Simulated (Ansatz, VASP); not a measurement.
**Two plane-wave programs on NaI**

```
CELL_PARAMETERS angstrom
0.00000 2.96538 3.85500
2.96538 0.00000 3.85500
2.96538 2.96538 0.00000
ATOMIC_POSITIONS crystal
Na 0.00000 0.00000 0.00000
I 0.50000 0.50000 0.50000
```

Alike in both runs: task single point; functional r2SCAN; k mesh 8 × 8 × 8; occupations gaussian, width 0.05 eV; no spin polarisation.

```csv
,VASP,Ansatz
version,VASP 6.6.1,Ansatz 0.2.0
potentials or method,"VASP PAW PBE potentials, release 64 (Na_pv, I), cutoff 520 eV","scalar-relativistic, plane waves, PAW"
valence electrons in the cell,14,26
```

```csv
,VASP,Ansatz,Ansatz less VASP
gap on the k mesh at the Fermi level (eV),4.47,4.47,0.000
least direct gap on the mesh (eV),4.49,4.50,+0.006
pressure (GPa),2.4,2.5,+0.10
"traceless stress, the component that is largest in VASP (GPa)",-4.02,-4.10,-0.081
```

VASP's potentials were made for PBE, not for r2SCAN. With one functional, cell and mesh, what is left measures potentials, basis and numerics. VASP's potentials hold 14 valence electrons a cell and Ansatz's 26, so a difference there can come from the potentials and not from the codes.

Spin-orbit coupling is off throughout.
